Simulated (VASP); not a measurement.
# Hf (P6_3/mmc) in VASP: notebook

The runs below take Hf through single point, with PBEsol+D3(BJ).

Everything below comes from runs of VASP 6.6.1. Logs are shortened: lines on timing, memory, paths and dates and some standing lists are left out, and cuts for length are marked.

### 1 The cell of the first run

The structure is hexagonal, space group P6_3/mmc (No. 194). Conventional cell: a = 2.873 Å, b = 2.873 Å, c = 4.652 Å, α = 90.00°, β = 90.00°, γ = 120.00°. Within 3.8 Å of Hf (site symmetry -6m2) lie 12 Hf at 2.86 to 2.87 Å.

### 2 Single point, PBEsol+D3(BJ)

INCAR

```
ALGO = Normal
EDIFF = 1E-7
ENCUT = 520
GGA = PS
ISIF = 2
ISMEAR = 1
IVDW = 12
LASPH = True
LCHARG = False
LREAL = False
LWAVE = False
NBANDS = 17
NELM = 100
PREC = Accurate
SIGMA = 0.1
```

KPOINTS

```
k-points
0
Gamma
  13 13 7
```

POSCAR

```
Hf
1.0
    2.8732541491      0.0000000000      0.0000000000
   -1.4366270746      2.4883110847      0.0000000000
    0.0000000000      0.0000000000      4.6517129682
Hf
2
Direct
    0.3333333333      0.6666666667      0.2500000000
    0.6666666667      0.3333333333      0.7500000000
```

Potentials or basis: VASP PAW PBE potentials, release 64 (Hf_pv).

Started as:

```console
$ cat potpaw_PBE.64/Hf_pv/POTCAR > POTCAR
$ mpirun -np 1 vasp_std > vasp.out
```

OUTCAR:

```text
EDIFF = 1E-7
   ENCUT = 520
   GGA = PS
   ISIF = 2
   ISMEAR = 1
   IVDW = 12
   LASPH = True
   LREAL = False
   NELM = 100
   PREC = Accurate
 IVDW          = 12

 ion  position               nearest neighbor table
   1  0.333  0.667  0.250-   2 2.86   2 2.86   2 2.86   2 2.86   2 2.86   2 2.86
   2  0.667  0.333  0.750-   1 2.86   1 2.86   1 2.86   1 2.86   1 2.86   1 2.86

  LATTYP: Found a hexagonal cell.
 ALAT       =     2.8732541491
 C/A-ratio  =     1.6189702431

  Lattice vectors:

 A1 = (   2.8732541491,   0.0000000000,   0.0000000000)
 A2 = (  -1.4366270746,   2.4883110847,   0.0000000000)
 A3 = (   0.0000000000,   0.0000000000,   4.6517129682)

Analysis of symmetry for initial positions (statically):
=====================================================================
 Subroutine PRICEL returns:
 Original cell was already a primitive cell.

 Routine SETGRP: Setting up the symmetry group for a
 hexagonal supercell.

 Subroutine GETGRP returns: Found 24 space group operations
 (whereof 12 operations were pure point group operations)
 out of a pool of 24 trial point group operations.

The static configuration has the point symmetry D_3d.
 The point group associated with its full space group is D_6h.

Analysis of symmetry for dynamics (positions and initial velocities):
=====================================================================
 Subroutine PRICEL returns:
 Original cell was already a primitive cell.

 Routine SETGRP: Setting up the symmetry group for a
 hexagonal supercell.

 Subroutine GETGRP returns: Found 24 space group operations
 (whereof 12 operations were pure point group operations)
 out of a pool of 24 trial point group operations.

The dynamic configuration has the point symmetry D_3d.
 The point group associated with its full space group is D_6h.

 Subroutine INISYM returns: Found 24 space group operations
 (whereof 12 operations are pure point group operations),
 and found     1 'primitive' translations

----------------------------------------------------------------------------------------

                                     Primitive cell

  volume of cell :      33.2577

  direct lattice vectors                    reciprocal lattice vectors
     2.873254149  0.000000000  0.000000000     0.348037434  0.200939506  0.000000000
    -1.436627075  2.488311085  0.000000000     0.000000000  0.401879012  0.000000000
     0.000000000  0.000000000  4.651712968     0.000000000  0.000000000  0.214974571

  length of vectors
     2.873254149  2.873254149  4.651712968     0.401879012  0.401879012  0.214974571

  position of ions in fractional coordinates (direct lattice)
     0.333333333  0.666666667  0.250000000
     0.666666667  0.333333333  0.750000000

  ion indices of the primitive-cell ions
   primitive index   ion index
                 1           1
                 2           2

----------------------------------------------------------------------------------------

 KPOINTS: k-points

Automatic generation of k-mesh.
 Grid dimensions read from file:
 generate k-points for:   13   13    7

 Generating k-lattice:

  Cartesian coordinates                     Fractional coordinates (reciprocal lattice)
     0.026772110  0.015456885  0.000000000     0.076923077 -0.000000000  0.000000000
     0.000000000  0.030913770  0.000000000     0.000000000  0.076923077  0.000000000
     0.000000000  0.000000000  0.030710653     0.000000000  0.000000000  0.142857143

  Length of vectors
     0.030913770  0.030913770  0.030710653

  Shift w.r.t. Gamma in fractional coordinates (k-lattice)
     0.000000000  0.000000000  0.000000000

 Subroutine IBZKPT returns following result:
 ===========================================

 Found     84 irreducible k-points:

 Following reciprocal coordinates:
            Coordinates               Weight
  0.000000  0.000000  0.000000      1.000000
  0.076923  0.000000  0.000000      6.000000
  0.153846  0.000000  0.000000      6.000000
  0.230769  0.000000  0.000000      6.000000
  0.307692  0.000000  0.000000      6.000000
  0.384615  0.000000  0.000000      6.000000
[... 16 lines left out ...]
  0.076923  0.000000  0.142857     12.000000
  0.153846  0.000000  0.142857     12.000000
 [... further k-points ...]
   k-points           NKPTS =     84   k-points in BZ     NKDIM =     84   number of bands    NBANDS=     17
   number of dos      NEDOS =    301   number of ions     NIONS =      2
   total plane-waves  NPLWV =  20736
   dimension x,y,z NGX =    24 NGY =   24 NGZ =   36
   dimension x,y,z NGXF=    48 NGYF=   48 NGZF=   72
   ions per type =               2
   NGX,Y,Z   is equivalent  to a cutoff of  13.89, 13.89, 12.87 a.u.
   NGXF,Y,Z  is equivalent  to a cutoff of  27.77, 27.77, 25.73 a.u.
 SYSTEM =  unknown system
   PREC   = accura    normal or accurate (medium, high low for compatibility)
   ISTART =      0    job   : 0-new  1-cont  2-samecut
   ICHARG =      2    charge: 1-file 2-atom 10-const
   ISPIN  =      1    spin polarized calculation?
   LNONCOLLINEAR =      F non collinear calculations
   LSORBIT =      F    spin-orbit coupling
   LASPH  =      T    aspherical Exc in radial PAW
   ENCUT  =  520.0 eV  38.22 Ry    6.18 a.u.   5.34  5.34  8.65*2*pi/ulx,y,z
   NELM   =    100;   NELMIN=  2; NELMDL= -5     # of ELM steps
   EDIFF  = 0.1E-06   stopping-criterion for ELM
   LREAL  =      F    real-space projection
   EDIFFG = 0.1E-05   stopping-criterion for IOM
   NSW    =      0    number of steps for IOM
   IBRION =     -1    ionic relax: 0-MD 1-quasi-New 2-CG
   NFREE  =      0    steps in history (QN), initial steepest desc. (CG)
   ISIF   =      2    stress and relaxation
   ISYM   =      2    0-nonsym 1-usesym 2-fastsym
   POTIM  = 0.5000    time-step for ionic-motion
   TEBEG  =    0.0;   TEEND  =   0.0 temperature during run
   PSTRESS=    0.0 pullay stress
   NELECT =      20.0000    total number of electrons
   NUPDOWN=      -1.0000    fix difference up-down
   EMIN   =  10.00;   EMAX   =-10.00  energy-range for DOS
   EFERMI =   0.00;   METHOD = LEGACY
   ISMEAR =     1;   SIGMA  =   0.10  broadening in eV -4-tet -1-fermi 0-gaus
   EFERMI_NEDOS =   21; number of points for ismear=-14 and -15
   IALGO  =     38    algorithm
   IMIX   =      4    mixing-type and parameters
     AMIX     =   0.40;   BMIX     =  1.00
     AMIX_MAG =   1.60;   BMIX_MAG =  1.00
  volume/ion in A,a.u.               =      16.63       112.22
  Fermi-wavevector in a.u.,A,eV,Ry     =   1.381829  2.611278 25.979661  1.909451
  Thomas-Fermi vector in A             =   2.506577
   LORBIT       =      0    0 simple, 1 ext, 2 COOP (PROOUT), +10 PAW based schemes
   GGA     = PS    functional components
   LHFCALC =     F    Hartree Fock is set to
   AEXX    =    0.0000 exact exchange contribution
   IVDW    =    12    specifies the selected vdW correction
   LEPSILON=     F    determine dielectric tensor
   LRPA    =     F    only Hartree local field effects (RPA)
 non-spin polarized calculation
 Methfessel and Paxton  Order N= 1 SIGMA  =   0.10
  energy-cutoff  :      520.00
  volume of cell :       33.26
 maximum number of plane-waves:       917
 NGX is ok and might be reduce to    24
   NGX = 11   NGY = 11   NGZ = 17

 number of electron      20.0000000 magnetization

 Free energy of the ion-electron system (eV)
  ---------------------------------------------------
  ext. energy  EPLUGINS =         0.00000000
  ---------------------------------------------------
  free energy    TOTEN  =       -19.84742516 eV

  energy without entropy =      -19.84750839  energy(sigma->0) =      -19.84745290

 E-fermi :   7.0159     XC(G=0): -12.8263

 val. band max:        7.0109185611   @ k =   0.3077   0.2308   0.2857
 cond. band min:       7.0422350422   @ k =   0.0769   0.0000   0.2857
 fundamental gap:      0.0313164811
 Fermi energy:         7.0158913508

 k-point     1 :       0.0000    0.0000    0.0000
  band No.  band energies     occupation
      1     -24.1749      2.00000
      2     -22.3041      2.00000
      3     -22.3041      2.00000
      4     -22.0495      2.00000
      5     -22.0286      2.00000
      6     -22.0286      2.00000
[... 9 lines left out ...]
     16      10.4962      0.00000
     17      14.1114      0.00000

 k-point     2 :       0.0769    0.0000    0.0000
  band No.  band energies     occupation
      1     -24.1367      2.00000
      2     -22.4016      2.00000
      3     -22.3345      2.00000
      4     -22.1312      2.00000
      5     -22.0645      2.00000
      6     -22.0407      2.00000
[... 9 lines left out ...]
     16      10.2316      0.00000
     17      14.3426      0.00000

 k-point     3 :       0.1538    0.0000    0.0000
  band No.  band energies     occupation
      1     -24.0259      2.00000
      2     -22.6690      2.00000
      3     -22.4151      2.00000
      4     -22.4030      2.00000
      5     -22.1106      2.00000
      6     -22.0770      2.00000
[... 9 lines left out ...]
     16      10.2822      0.00000
     17      14.8252      0.00000

 k-point     4 :       0.2308    0.0000    0.0000
  band No.  band energies     occupation
      1     -23.8549      2.00000
      2     -23.0386      2.00000
      3     -22.7593      2.00000
      4     -22.5225      2.00000
      5     -22.1896      2.00000
      6     -22.1320      2.00000
[... 9 lines left out ...]
     16      11.4031      0.00000
     17      15.2781      0.00000

 k-point     5 :       0.3077    0.0000    0.0000
  band No.  band energies     occupation
      1     -23.6448      2.00000
      2     -23.4195      2.00000
      3     -23.1103      2.00000
      4     -22.6308      2.00000
      5     -22.3010      2.00000
      6     -22.1933      2.00000
[... 9 lines left out ...]
     16      12.8394      0.00000
     17      15.5869      0.00000

 k-point     6 :       0.3846    0.0000    0.0000
  band No.  band energies     occupation
      1     -23.7253      2.00000
      2     -23.4289      2.00000
      3     -23.3848      2.00000
      4     -22.7170      2.00000
      5     -22.4343      2.00000
      6     -22.2455      2.00000
[... 9 lines left out ...]
     16      14.3981      0.00000
     17      15.7540      0.00000

 k-point     7 :       0.4615    0.0000    0.0000
  band No.  band energies     occupation
      1     -23.8937      2.00000
      2     -23.5344      2.00000
      3     -23.2694      2.00000
      4     -22.7646      2.00000
      5     -22.5468      2.00000
      6     -22.2753      2.00000
[... 9 lines left out ...]
     16      15.7553      0.00000
     17      15.8217      0.00000

 k-point     8 :       0.0769    0.0769    0.0000
  band No.  band energies     occupation
      1     -24.0621      2.00000
      2     -22.5651      2.00000
      3     -22.4415      2.00000
      4     -22.2726      2.00000
      5     -22.0951      2.00000
      6     -22.0781      2.00000
[... 9 lines left out ...]
     16      10.1230      0.00000
     17      14.5955      0.00000
[... 203 lines left out ...]
      1     -23.6550      2.00000
      2     -23.4032      2.00000
      3     -23.1635      2.00000
      4     -23.0475      2.00000
      5     -22.6941      2.00000
      6     -22.6230      2.00000
[... 9 lines left out ...]
     16      14.6837      0.00000
     17      17.0729      0.00000

 k-point    20 :       0.3846    0.2308    0.0000
  band No.  band energies     occupation
      1     -23.7014      2.00000
      2     -23.3597      2.00000
      3     -23.1593      2.00000
      4     -23.0552      2.00000
      5     -22.7414      2.00000
      6     -22.7128      2.00000
[... 9 lines left out ...]
     16      14.6316      0.00000
     17      15.9679      0.00000

 k-point    21 :       0.3077    0.3077    0.0000
  band No.  band energies     occupation
      1     -23.6143      2.00000
      2     -23.3369      2.00000
      3     -23.2193      2.00000
      4     -22.9814      2.00000
      5     -22.8827      2.00000
      6     -22.7775      2.00000
[... 9 lines left out ...]
     16      14.4700      0.00000
     17      15.6091      0.00000

 k-point    22 :       0.0000    0.0000    0.1429
  band No.  band energies     occupation
      1     -24.0823      2.00000
      2     -22.2907      2.00000
      3     -22.2907      2.00000
      4     -22.1706      2.00000
      5     -22.0425      2.00000
      6     -22.0425      2.00000
[... 9 lines left out ...]
     16      10.8851      0.00000
     17      14.2370      0.00000

 k-point    23 :       0.0769    0.0000    0.1429
  band No.  band energies     occupation
      1     -24.0483      2.00000
      2     -22.3861      2.00000
      3     -22.3202      2.00000
      4     -22.2394      2.00000
      5     -22.0863      2.00000
      6     -22.0556      2.00000
[... 9 lines left out ...]
     16      10.6796      0.00000
     17      14.4260      0.00000

 k-point    24 :       0.1538    0.0000    0.1429
  band No.  band energies     occupation
      1     -23.9520      2.00000
      2     -22.6477      2.00000
      3     -22.4821      2.00000
      4     -22.3988      2.00000
      5     -22.1451      2.00000
      6     -22.0941      2.00000
[... 9 lines left out ...]
     16      10.4897      0.00000
     17      14.8079      0.00000

 [... further k-points ...]

------------------------ aborting loop because EDIFF is reached ----------------------------------------

 Edisp (eV)   -1.38212

 E8    (eV) :    -1.0435

  FORCE on cell =-STRESS in cart. coord.  units (eV):
  Direction    XX          YY          ZZ          XY          YZ          ZX
  --------------------------------------------------------------------------------------
  -------------------------------------------------------------------------------------
  Total       7.97752     7.97752     7.92642    -0.00000     0.00000     0.00000
  in kB     384.31461   384.31461   381.85280    -0.00000     0.00000     0.00000
  external pressure =      383.49 kB  Pullay stress =        0.00 kB

 VOLUME and BASIS-vectors are now :
 -----------------------------------------------------------------------------
  energy-cutoff  :      520.00
  volume of cell :       33.26
      direct lattice vectors                 reciprocal lattice vectors
     2.873254149  0.000000000  0.000000000     0.348037434  0.200939506  0.000000000
    -1.436627075  2.488311085  0.000000000     0.000000000  0.401879012  0.000000000
     0.000000000  0.000000000  4.651712968     0.000000000  0.000000000  0.214974571

 POSITION                                       TOTAL-FORCE (eV/Angst)
 -----------------------------------------------------------------------------------
     -0.00000      1.65887      1.16293        -0.000000      0.000000      0.000000
      1.43663      0.82944      3.48878         0.000000     -0.000000      0.000000
 -----------------------------------------------------------------------------------
    total drift:                               -0.000000      0.000000     -0.000000

  FREE ENERGIE OF THE ION-ELECTRON SYSTEM (eV)
  ---------------------------------------------------
  free  energy   TOTEN  =       -21.2295422612 eV

  energy  without entropy=      -21.2296254853  energy(sigma->0) =      -21.22957000
```

Run time: 48 s. Hardware: 1 thread of Intel Xeon 8259CL, shared host; peak memory 0.19 GiB.

What came out:

* Free energy: -21.2295 eV
* Pressure: 38.3 GPa
* Band gap on the k mesh: zero (band 10 reaches 8.46 eV, above the bottom of band 11 at 6.87 eV)
* Dispersion energy per atom: -0.691 eV

Caveat: three body term missing; the PAW data sets were made with another functional, which shifts forces and pressure a little; spin-orbit coupling is left out, which moves the levels of the heavy elements; pairwise dispersion overbinds metals, which lowers pressure and volume.

[end of part 1 of 2]
